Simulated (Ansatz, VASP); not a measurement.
**InAs: VASP beside Ansatz**

```
In As
1.0
     0.00000    3.09323    3.09323
     3.09323    0.00000    3.09323
     3.09323    3.09323    0.00000
In As
1 1
Direct
  0.00000 0.00000 0.00000
  0.25000 0.25000 0.25000
```

Alike in both runs: functional PBE; k mesh 12 × 12 × 12; occupations gaussian, width 0.1 eV; no spin polarisation.

Ansatz relaxed the structure, and its values are those at the end. VASP's run is a single point on that final structure, the one shown.

|  | VASP | Ansatz |
| --- | --- | --- |
| version | VASP 6.6.1 | Ansatz 0.2.0 |
| potentials or method | VASP PAW PBE potentials, release 64 (In_d, As), cutoff 500 eV | scalar-relativistic, plane waves, PAW |
| valence electrons in the cell | 18 | 28 |

```tsv
	VASP	Ansatz	Ansatz less VASP
gap on the k mesh at the Fermi level (eV)	none	none	-
pressure (GPa)	0.0	0.0	-0.04
```

A gap of «none» marks a metal or a gap that the smearing closes. VASP's potentials hold 18 valence electrons a cell and Ansatz's 28, so a difference there can come from the potentials and not from the codes.
